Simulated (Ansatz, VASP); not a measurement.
## AgCl in VASP and in Ansatz

```
CELL_PARAMETERS angstrom
3.39197 -0.00362 -0.00362
-0.00362 3.39197 -0.00362
-0.00362 -0.00362 3.39197
ATOMIC_POSITIONS crystal
Ag 0.00000 0.00000 0.00000
Cl 0.50000 0.50000 0.50000
```

Change from the starting cell: shear_111 strain -0.3%.

Alike in both runs: task single point; functional HSE06; k mesh 6 × 6 × 6; no spin polarisation.

|  | VASP | Ansatz |
| --- | --- | --- |
| version | VASP 6.6.1 | Ansatz 0.2.0 |
| potentials or method | VASP PAW PBE potentials, release 64 (Ag, Cl) | plane waves, PAW |
| plane-wave cutoff (eV) | 400 | 420 |
| occupations | gaussian, width 0.01 eV | fixed |
| valence electrons in the cell | 18 | 26 |

Ansatz gave:

| Property | Result |
| --- | --- |
| gap on the k mesh at the Fermi level (eV) | 2.00 |
| pressure (GPa) | 1.4 |

Which values does VASP return?

gap on the k mesh at the Fermi level (eV): 1.99; pressure (GPa): 1.0.

VASP's potentials hold 18 valence electrons a cell and Ansatz's 26, so a difference there can come from the potentials and not from the codes. Ansatz's warnings: stress exchange threshold loose, stress scf threshold loose.
